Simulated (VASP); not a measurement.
Si62P (a cell with a defect), 63 atoms in the cell. The cell holds a defect, 63 atoms: a = 10.860 Å, b = 10.860 Å, c = 10.860 Å, α = 90.00°, β = 90.00°, γ = 90.00°. 

- Program: VASP 6.6.1
- Task: single point
- Functional: PBE
- Potentials or basis: VASP PAW PBE potentials, release 64 (Si, P)
- Cutoff: 520 eV
- k mesh: 1 × 1 × 1
- Occupations: gaussian, width 0.02 eV
- Spin: collinear spin
- Dipole correction: no
- Further INCAR settings: LREAL = Auto; ALGO = Normal; EDIFF = 1e-07; NBANDS = 168

Potentials or basis: VASP PAW PBE potentials, release 64 (Si, P).

Command:

```console
$ cat potpaw_PBE.64/Si/POTCAR potpaw_PBE.64/P/POTCAR > POTCAR
$ mpirun -np 1 vasp_gam > vasp.out
```

Hardware: 1 thread of Intel Xeon 8259CL, on a shared host.

Question: Estimate the wall time of this run.

Answer: Run time: 22 min on 1 thread of Intel Xeon 8259CL, with other jobs on the host, peak memory 1.5 GiB. Counts: scf iterations 22, k points 1.
